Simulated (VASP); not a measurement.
Runs of VASP 6.6.1 on FeO. The structure is that of space group Fm-3m (No. 225), or close to it. The cells are those of the table. 

```csv
task,level,U,cell,cutoff (eV),gap on the mesh (eV),pressure (GPa),moment (μB),relaxed volume (Å³/atom)
single point,PBE+U,Fe d U = 5.0 eV,"a = 3.081 Å, angles 61.8°, 2 atoms",520,none,(a),4.00,-
relaxation of cell and atoms,PBE+U,Fe d U = 4.0 eV,"relaxed from a = 3.048 Å, angles 60.0°, 2 atoms",600,none,0.0,4.00,9.98
single point,PBE+U,Fe d U = 6.0 eV,"a = 3.158, b = 3.150 Å, angles 60.1, 57.7, 60.1°, 2 atoms",520,none,-13.0,4.02,-
relaxation of cell and atoms,PBE,-,"relaxed from a = 3.048 Å, angles 60.0°, 2 atoms",600,none,0.0,4.00,10.00
single point,PBE+U,Fe d U = 3.0 eV,"a = 3.059 Å, angles 61.9°, 2 atoms",520,none,-8.8,4.00,-
relaxation of cell and atoms,PBE+U,Fe d U = 6.0 eV,"relaxed from a = 3.048 Å, angles 60.0°, 2 atoms",600,none,0.0,4.00,9.93
relaxation of cell and atoms,PBE+U,Fe d U = 2.0 eV,"relaxed from a = 3.048 Å, angles 60.0°, 2 atoms",600,none,0.0,4.00,10.00
relaxation of cell and atoms,PBE+U,Fe d U = 3.0 eV,"relaxed from a = 3.048 Å, angles 60.0°, 2 atoms",600,none,0.0,4.00,(b)
```

Alike in all rows: potentials or basis VASP PAW PBE potentials, release 64 (Fe, O); spin collinear, ferromagnetic start; k mesh 11 × 11 × 11; smearing fermi-dirac 0.05 eV.

Estimate the missing entries.

(a) -9.1; (b) 9.99.

Caveats: a cell with one magnetic atom can't hold antiferromagnetic order, which such compounds often take; the cell stands under tension (at least some runs); semilocal functionals often make such compounds metallic where correlation or magnetic order opens a gap, which also shifts bond lengths (at least some runs).

A gap of «none» marks levels without a gap at the run's occupations.
